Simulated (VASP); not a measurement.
# TaN (P-6m2) in VASP: notebook

TaN is run at these levels: r2SCAN; tasks: single point.

Everything below comes from runs of VASP 6.6.1. Logs are shortened: lines on timing, memory, paths and dates and some standing lists are left out, and cuts for length are marked.

## Step 1: The cell of the first run

Symmetry: P-6m2, No. 187, hexagonal system. Conventional cell: a = 2.940 Å, b = 2.940 Å, c = 2.890 Å, α = 90.00°, β = 90.00°, γ = 120.00°. Ta (site symmetry -6m2) has 6 N at 2.23 Å and 8 Ta at 2.89 to 2.94 Å within 3.0 Å. N (site symmetry -6m2) has 6 Ta at 2.23 Å and 8 N at 2.89 to 2.94 Å within 3.0 Å.

## Step 2: Single point, r2SCAN

POSCAR

```
TaN
1.0
    2.9399421800      0.0000000000      0.0000000000
   -1.4699710900      2.5460646100      0.0000000000
    0.0000000000      0.0000000000      2.8901750800
Ta N
1 1
Direct
    0.0000000000      0.0000000000      0.5000000000
    0.6666666700      0.3333333300      0.0000000000
```

INCAR.step1

```
PREC = Accurate
ENCUT = 520
ISMEAR = 0
SIGMA = 0.1
LREAL = F
LASPH = T
NELM = 100
NBANDS = 15
GGA = PE
ALGO = Normal
EDIFF = 1E-4
LWAVE = T
LCHARG = F
```

INCAR.step2

```
PREC = Accurate
ENCUT = 520
EDIFF = 1E-6
ISMEAR = 0
SIGMA = 0.1
LREAL = F
LASPH = T
NELM = 100
ALGO = Normal
ISIF = 2
LWAVE = F
LCHARG = F
METAGGA = R2SCAN
LMIXTAU = T
NBANDS = 15
ISTART = 1
```

KPOINTS

```
regular mesh
0
Gamma
  9 9 6
```

Potentials or basis: VASP PAW PBE potentials, release 64 (Ta_pv, N).

Run with:

```bash
> cat potpaw_PBE.64/Ta_pv/POTCAR potpaw_PBE.64/N/POTCAR > POTCAR
> cp INCAR.step1 INCAR
> mpirun -np 1 vasp_std > vasp.out
> cp INCAR.step2 INCAR
> mpirun -np 1 vasp_std > vasp.out
```

OUTCAR:

```text
PREC = Accurate
   ENCUT = 520
   EDIFF = 1E-6
   ISMEAR = 0
   LREAL = F
   LASPH = T
   NELM = 100
   ISIF = 2
   METAGGA = R2SCAN
   ISTART = 1

 ion  position               nearest neighbor table
   1  0.000  0.000  0.500-   2 2.23   2 2.23   2 2.23   2 2.23   2 2.23   2 2.23
   2  0.667  0.333  0.000-   1 2.23   1 2.23   1 2.23   1 2.23   1 2.23   1 2.23

  LATTYP: Found a hexagonal cell.
 ALAT       =     2.9399421800
 C/A-ratio  =     0.9830720821

  Lattice vectors:

 A1 = (   2.9399421800,   0.0000000000,   0.0000000000)
 A2 = (  -1.4699710900,   2.5460646100,   0.0000000000)
 A3 = (   0.0000000000,   0.0000000000,   2.8901750800)

Analysis of symmetry for initial positions (statically):
=====================================================================
 Subroutine PRICEL returns:
 Original cell was already a primitive cell.

 Routine SETGRP: Setting up the symmetry group for a
 hexagonal supercell.

 Subroutine GETGRP returns: Found 12 space group operations
 (whereof 12 operations were pure point group operations)
 out of a pool of 24 trial point group operations.

The static configuration has the point symmetry D_3h.

Analysis of symmetry for dynamics (positions and initial velocities):
=====================================================================
 Subroutine PRICEL returns:
 Original cell was already a primitive cell.

 Routine SETGRP: Setting up the symmetry group for a
 hexagonal supercell.

 Subroutine GETGRP returns: Found 12 space group operations
 (whereof 12 operations were pure point group operations)
 out of a pool of 24 trial point group operations.

The dynamic configuration has the point symmetry D_3h.

 Subroutine INISYM returns: Found 12 space group operations
 (whereof 12 operations are pure point group operations),
 and found     1 'primitive' translations

----------------------------------------------------------------------------------------

                                     Primitive cell

  volume of cell :      21.6338

  direct lattice vectors                    reciprocal lattice vectors
     2.939942180  0.000000000  0.000000000     0.340142744  0.196381505  0.000000000
    -1.469971090  2.546064610  0.000000000     0.000000000  0.392763010  0.000000000
     0.000000000  0.000000000  2.890175080     0.000000000  0.000000000  0.345999800

  length of vectors
     2.939942180  2.939942177  2.890175080     0.392763010  0.392763010  0.345999800

  position of ions in fractional coordinates (direct lattice)
     0.000000000  0.000000000  0.500000000
     0.666666670  0.333333330  0.000000000

  ion indices of the primitive-cell ions
   primitive index   ion index
                 1           1
                 2           2

----------------------------------------------------------------------------------------

 KPOINTS: regular mesh

Automatic generation of k-mesh.
 Grid dimensions read from file:
 generate k-points for:    9    9    6

 Generating k-lattice:

  Cartesian coordinates                     Fractional coordinates (reciprocal lattice)
     0.037793638  0.021820167  0.000000000     0.111111111  0.000000000  0.000000000
     0.000000000  0.043640334  0.000000000     0.000000000  0.111111111  0.000000000
     0.000000000  0.000000000  0.057666633     0.000000000  0.000000000  0.166666667

  Length of vectors
     0.043640334  0.043640334  0.057666633

  Shift w.r.t. Gamma in fractional coordinates (k-lattice)
     0.000000000  0.000000000  0.000000000

 Subroutine IBZKPT returns following result:
 ===========================================

 Found     48 irreducible k-points:

 Following reciprocal coordinates:
            Coordinates               Weight
  0.000000  0.000000  0.000000      1.000000
  0.111111  0.000000  0.000000      6.000000
  0.222222  0.000000  0.000000      6.000000
  0.333333  0.000000  0.000000      6.000000
  0.444444  0.000000  0.000000      6.000000
  0.111111  0.111111  0.000000      6.000000
[... 16 lines left out ...]
  0.333333  0.222222  0.166667     24.000000
  0.333333  0.333333  0.166667      4.000000
 [... further k-points ...]
   k-points           NKPTS =     48   k-points in BZ     NKDIM =     48   number of bands    NBANDS=     15
   number of dos      NEDOS =    301   number of ions     NIONS =      2
   total plane-waves  NPLWV =  13824
   dimension x,y,z NGX =    24 NGY =   24 NGZ =   24
   dimension x,y,z NGXF=    48 NGYF=   48 NGZF=   48
   ions per type =               1   1
   NGX,Y,Z   is equivalent  to a cutoff of  13.57, 13.57, 13.81 a.u.
   NGXF,Y,Z  is equivalent  to a cutoff of  27.14, 27.14, 27.61 a.u.
 SYSTEM =  unknown system
   PREC   = accura    normal or accurate (medium, high low for compatibility)
   ISTART =      1    job   : 0-new  1-cont  2-samecut
   ICHARG =      0    charge: 1-file 2-atom 10-const
   ISPIN  =      1    spin polarized calculation?
   LNONCOLLINEAR =      F non collinear calculations
   LSORBIT =      F    spin-orbit coupling
   LASPH  =      T    aspherical Exc in radial PAW
   ENCUT  =  520.0 eV  38.22 Ry    6.18 a.u.   5.47  5.47  5.37*2*pi/ulx,y,z
   NELM   =    100;   NELMIN=  2; NELMDL=  0     # of ELM steps
   EDIFF  = 0.1E-05   stopping-criterion for ELM
   LREAL  =      F    real-space projection
   EDIFFG = 0.1E-04   stopping-criterion for IOM
   NSW    =      0    number of steps for IOM
   IBRION =     -1    ionic relax: 0-MD 1-quasi-New 2-CG
   NFREE  =      0    steps in history (QN), initial steepest desc. (CG)
   ISIF   =      2    stress and relaxation
   ISYM   =      2    0-nonsym 1-usesym 2-fastsym
   POTIM  = 0.5000    time-step for ionic-motion
   TEBEG  =    0.0;   TEEND  =   0.0 temperature during run
   PSTRESS=    0.0 pullay stress
   NELECT =      16.0000    total number of electrons
   NUPDOWN=      -1.0000    fix difference up-down
   EMIN   =  10.00;   EMAX   =-10.00  energy-range for DOS
   EFERMI =   0.00;   METHOD = LEGACY
   ISMEAR =     0;   SIGMA  =   0.10  broadening in eV -4-tet -1-fermi 0-gaus
   EFERMI_NEDOS =   21; number of points for ismear=-14 and -15
   IALGO  =     38    algorithm
   IMIX   =      4    mixing-type and parameters
     AMIX     =   0.40;   BMIX     =  1.00
     AMIX_MAG =   1.60;   BMIX_MAG =  1.00
  volume/ion in A,a.u.               =      10.82        73.00
  Fermi-wavevector in a.u.,A,eV,Ry     =   1.480485  2.797711 29.821741  2.191836
  Thomas-Fermi vector in A             =   2.594513
   LORBIT       =      0    0 simple, 1 ext, 2 COOP (PROOUT), +10 PAW based schemes
   METAGGA = R2SCAN    functional components
   LHFCALC =     F    Hartree Fock is set to
   AEXX    =    0.0000 exact exchange contribution
   IVDW    =     0    specifies the selected vdW correction
   LEPSILON=     F    determine dielectric tensor
   LRPA    =     F    only Hartree local field effects (RPA)
 non-spin polarized calculation
 Gauss-broadening in eV      SIGMA  =   0.10
  energy-cutoff  :      520.00
  volume of cell :       21.63
 maximum number of plane-waves:       611
 NGX is ok and might be reduce to    24
   NGX = 11   NGY = 11   NGZ = 11

 number of electron      16.0000001 magnetization

 Free energy of the ion-electron system (eV)
  ---------------------------------------------------
  ext. energy  EPLUGINS =         0.00000000
  ---------------------------------------------------
  free energy    TOTEN  =       -60.39699892 eV

  energy without entropy =      -60.39654510  energy(sigma->0) =      -60.39677201

 E-fermi :   8.4031     XC(G=0): -14.3246

 val. band max:        8.2120803198   @ k =   0.3333   0.3333   0.0000
 cond. band min:       8.4602151817   @ k =   0.0000   0.0000   0.3333
 fundamental gap:      0.2481348618
 Fermi energy:         8.4030586117

 k-point     1 :       0.0000    0.0000    0.0000
  band No.  band energies     occupation
      1     -27.9823      2.00000
      2     -27.7134      2.00000
      3     -27.7134      2.00000
      4     -10.5989      2.00000
      5       3.3817      2.00000
      6       3.3817      2.00000
      7       3.7949      2.00000
      8       5.0262      2.00000
      9      10.6515      0.00000
     10      11.9035      0.00000
     11      11.9035      0.00000
     12      12.3799      0.00000
     13      12.3799      0.00000
     14      18.7660      0.00000
     15      22.1781      0.00000

 k-point     2 :       0.1111    0.0000    0.0000
  band No.  band energies     occupation
      1     -27.9654      2.00000
      2     -27.8471      2.00000
      3     -27.7418      2.00000
      4     -10.3480      2.00000
      5       2.6786      2.00000
      6       3.5733      2.00000
      7       4.1243      2.00000
      8       4.6734      2.00000
      9      11.3104      0.00000
     10      11.6468      0.00000
     11      11.9505      0.00000
     12      12.2494      0.00000
     13      12.7105      0.00000
     14      18.7661      0.00000
     15      22.1066      0.00000

 k-point     3 :       0.2222    0.0000    0.0000
  band No.  band energies     occupation
      1     -28.1730      2.00000
      2     -27.9224      2.00000
      3     -27.8131      2.00000
      4      -9.7029      2.00000
      5       1.3839      2.00000
      6       3.9122      2.00000
      7       4.0337      2.00000
      8       4.7777      2.00000
      9      10.5465      0.00000
     10      11.9354      0.00000
     11      12.2083      0.00000
     12      13.3026      0.00000
     13      13.3991      0.00000
     14      18.7660      0.00000
     15      22.1466      0.00000

 k-point     4 :       0.3333    0.0000    0.0000
  band No.  band energies     occupation
      1     -28.5240      2.00000
      2     -27.8929      2.00000
      3     -27.8731      2.00000
      4      -8.9376      2.00000
      5       0.2794      2.00000
      6       3.1939      2.00000
      7       4.4967      2.00000
      8       4.9573      2.00000
      9      10.8477      0.00000
     10      11.6029      0.00000
     11      12.8225      0.00000
     12      13.6316      0.00000
     13      14.8660      0.00000
     14      18.7649      0.00000
     15      22.4688      0.00000
[... 307 lines left out ...]
 k-point    22 :       0.2222    0.2222    0.1667
  band No.  band energies     occupation
      1     -28.5020      2.00000
      2     -28.0635      2.00000
      3     -28.0471      2.00000
      4      -8.5214      2.00000
      5       0.7517      2.00000
      6       1.9621      2.00000
      7       3.3738      2.00000
      8       6.5845      2.00000
      9       9.5973      0.00000
     10      12.0425      0.00000
     11      13.0160      0.00000
     12      14.4843      0.00000
     13      17.6123      0.00000
     14      18.7694      0.00000
     15      21.5803      0.00000

 k-point    23 :       0.3333    0.2222    0.1667
  band No.  band energies     occupation
      1     -28.5760      2.00000
      2     -28.1829      2.00000
      3     -28.0329      2.00000
      4      -8.2273      2.00000
      5       0.5537      2.00000
      6       2.0397      2.00000
      7       2.6973      2.00000
      8       6.9734      2.00000
      9      10.3147      0.00000
     10      11.7559      0.00000
     11      12.5901      0.00000
     12      14.9106      0.00000
     13      18.7489      0.00000
     14      19.6890      0.00000
     15      20.9586      0.00000

 k-point    24 :       0.3333    0.3333    0.1667
  band No.  band energies     occupation
      1     -28.4602      2.00000
      2     -28.3758      2.00000
      3     -28.0225      2.00000
      4      -8.1193      2.00000
      5       1.2013      2.00000
      6       1.4726      2.00000
      7       2.2556      2.00000
      8       7.5405      2.00000
      9      10.3824      0.00000
     10      11.4804      0.00000
     11      11.8598      0.00000
     12      15.3687      0.00000
     13      18.7518      0.00000
     14      20.2710      0.00000
     15      22.3471      0.00000

 [... further k-points ...]

------------------------ aborting loop because EDIFF is reached ----------------------------------------

  FORCE on cell =-STRESS in cart. coord.  units (eV):
  Direction    XX          YY          ZZ          XY          YZ          ZX
  --------------------------------------------------------------------------------------
  -------------------------------------------------------------------------------------
  Total        0.0365368      0.0365368     -0.0937429      0.0000000      0.0000000     -0.0000000
  in kB        2.7058791      2.7058791     -6.9425125      0.0000000      0.0000000     -0.0000000
  external PRESSURE =      -0.5102514 kB  Pullay stress =       0.0000000 kB

 VOLUME and BASIS-vectors are now :
 -----------------------------------------------------------------------------
  energy-cutoff  :      520.00
  volume of cell :       21.63
      direct lattice vectors                 reciprocal lattice vectors
     2.939942180  0.000000000  0.000000000     0.340142744  0.196381505  0.000000000
    -1.469971090  2.546064610  0.000000000     0.000000000  0.392763010  0.000000000
     0.000000000  0.000000000  2.890175080     0.000000000  0.000000000  0.345999800

 POSITION                                       TOTAL-FORCE (eV/Angst)
 -----------------------------------------------------------------------------------
      0.00000      0.00000      1.44509         0.000000      0.000000      0.000000
      1.46997      0.84869      0.00000        -0.000000     -0.000000      0.000000
 -----------------------------------------------------------------------------------
    total drift:                               -0.000009      0.000005      0.000000

  FREE ENERGIE OF THE ION-ELECTRON SYSTEM (eV)
  ---------------------------------------------------
  free  energy   TOTEN  =       -60.3969989239 eV

  energy  without entropy=      -60.3965451033  energy(sigma->0) =      -60.39677201
```

It took 1.7 min on 1 thread of Intel Xeon 8259CL, shared host; peak memory 0.15 GiB.

What came out:

```
Free energy            : -60.3970 eV
Pressure               : -0.1 GPa
Band gap on the k mesh : zero (bands 8 and 9 overlap by 0.37 eV)
```

Stress tensor (GPa, compression positive):
```
 0.27  0.00  0.00
 0.00  0.27  0.00
 0.00  0.00 -0.69
```

Levels at points of the mesh, in eV from the Fermi level:
```csv
k point,band 6,band 7,band 8,band 9,band 10,band 11
"(0.00, 0.00, 0.00)",-5.02,-4.61,-3.38,2.25,3.50,3.50
"(0.00, 0.00, 0.50)",-4.17,-4.17,-0.31,-0.31,2.12,3.39
```

Caveat: the k points lie up to 0.36 Å⁻¹ apart; the PAW data sets were made with another functional, which shifts forces and pressure a little; spin-orbit coupling is left out, which moves the levels of the heavy elements.

## Step 3: Single point, r2SCAN

This run uses another cell than the first one, of 10.77 Å³/atom.

POSCAR

```
TaN
1.0
    2.9362404632      0.0000000000      0.0000000000
   -1.4681202316      2.5428588327      0.0000000000
    0.0000000000      0.0000000000      2.8846544498
Ta N
1 1
Direct
    0.0000000000      0.0000000000      0.5000000000
    0.6666666667      0.3333333333      0.0000000000
```

INCAR.step1

```
SYSTEM = TaN
  PREC = Accurate
  ENCUT = 520
  ISMEAR = 0
  SIGMA = 0.1
  LREAL = .FALSE.
  LASPH = .TRUE.
  NELM = 100
  NBANDS = 15
  GGA = PE
  ALGO = Normal
  EDIFF = 1E-4
  LWAVE = .TRUE.
  LCHARG = .FALSE.
```

INCAR.step2

```
SYSTEM = TaN
  PREC = Accurate
  ENCUT = 520
  EDIFF = 1E-6
  ISMEAR = 0
  SIGMA = 0.1
  LREAL = .FALSE.
  LASPH = .TRUE.
  NELM = 100
  ALGO = Normal
  ISIF = 2
  LWAVE = .FALSE.
  LCHARG = .TRUE.
  METAGGA = R2SCAN
  LMIXTAU = .TRUE.
  LELF = .TRUE.
  LVHAR = .TRUE.
  NBANDS = 15
  ISTART = 1
```

KPOINTS

```
Automatic mesh
0
G
  21 21 20
  0 0 0
```

Potentials or basis: VASP PAW PBE potentials, release 64 (Ta_pv, N).

Run with:

```bash
> cat potpaw_PBE.64/Ta_pv/POTCAR potpaw_PBE.64/N/POTCAR > POTCAR
> cp INCAR.step1 INCAR
> mpirun -np 1 vasp_std > vasp.out
> cp INCAR.step2 INCAR
> mpirun -np 1 vasp_std > vasp.out
```

Run time: 12 min. Hardware: 1 thread of Intel Xeon 8259CL, shared host; peak memory 0.29 GiB.

Results (log left out):

```yaml
Free_energy: -60.3955 eV
Pressure: 1.6 GPa
Band_gap_on_the_k_mesh: zero (bands 8 and 9 overlap by 0.48 eV)
```

Stress tensor (GPa, compression positive):
```
1.50 0.00 0.00
0.00 1.50 0.00
0.00 0.00 1.74
```

Levels at points of the mesh, in eV from the Fermi level:
```
           k point  band 6  band 7  band 8  band 9  band 10  band 11
(0.00, 0.00, 0.00)   -4.81   -4.38   -3.14    2.52     3.77     3.77
(0.00, 0.00, 0.50)   -3.95   -3.95   -0.07   -0.07     2.38     3.65
```

Caveat: the PAW data sets were made with another functional, which shifts forces and pressure a little; spin-orbit coupling is left out, which moves the levels of the heavy elements.

(Continued in part 2 of 2.)

The gap in the log of VASP goes by the Fermi energy; the results here count the filled bands.